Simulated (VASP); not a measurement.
Runs of VASP 6.6.1 on MgO. The structure is that of space group P6_3/mmc (No. 194), or close to it. The cells are those of the table. 

| cell | gap on the mesh (eV) | pressure (GPa) |
| --- | --- | --- |
| a = 3.662, b = 3.662, c = 4.409 Å, angles 90.0, 90.0, 120.0°, 4 atoms | 2.68 | (b) |
| a = 3.662, b = 3.662, c = 4.451 Å, angles 90.0, 90.0, 120.0°, 4 atoms | (a) | -12.7 |
| a = 3.662, b = 3.662, c = 4.367 Å, angles 90.0, 90.0, 120.0°, 4 atoms | 2.75 | -11.3 |
| a = 3.697, b = 3.697, c = 4.409 Å, angles 90.0, 90.0, 120.0°, 4 atoms | 2.61 | (c) |
| a = 3.662, b = 3.662, c = 4.282 Å, angles 90.0, 90.0, 120.0°, 4 atoms | 2.88 | -9.5 |

Alike in all rows: task single point; level PBE; potentials or basis VASP PAW PBE potentials, release 64 (Mg, O); no spin polarisation; k mesh 9 × 9 × 6; cutoff (eV) 520; smearing gaussian 0.05 eV.

**Question.** Fill in the values left out.

**Answer.** (a) 2.62; (b) -12.0; (c) -13.4.

Caveats: the cell stands under tension.

